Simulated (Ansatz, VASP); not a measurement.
## Two plane-wave programs on LiF

```xyz
2
Lattice="0.0000 1.8758 2.0915 1.8758 0.0000 2.0915 1.8758 1.8758 0.0000" Properties=species:S:1:pos:R:3 pbc="T T T"
Li    0.0000    0.0000    0.0000
F     1.8758    1.8758    2.0915
```

Change from the starting cell: epitaxial_xy strain -6.0%.

Alike in both runs: task single point; functional r2SCAN; k mesh 10 × 10 × 10; no spin polarisation.

```csv
,VASP,Ansatz
version,VASP 6.6.1,Ansatz 0.2.0
potentials or method,"VASP PAW PBE potentials, release 64 (Li_sv, F)","plane waves, PAW"
plane-wave cutoff (eV),520,500
occupations,"gaussian, width 0.01 eV",fixed
valence electrons in the cell,10,10
```

VASP gave:

- gap on the k mesh at the Fermi level (eV): 11.11

**Question.** Estimate Ansatz's values.

**Answer.** gap on the k mesh at the Fermi level (eV): 10.91.

VASP's potentials were made for PBE, not for r2SCAN.

Noted on VASP's run: the cutoff is short for stress, so the pressure is rough.
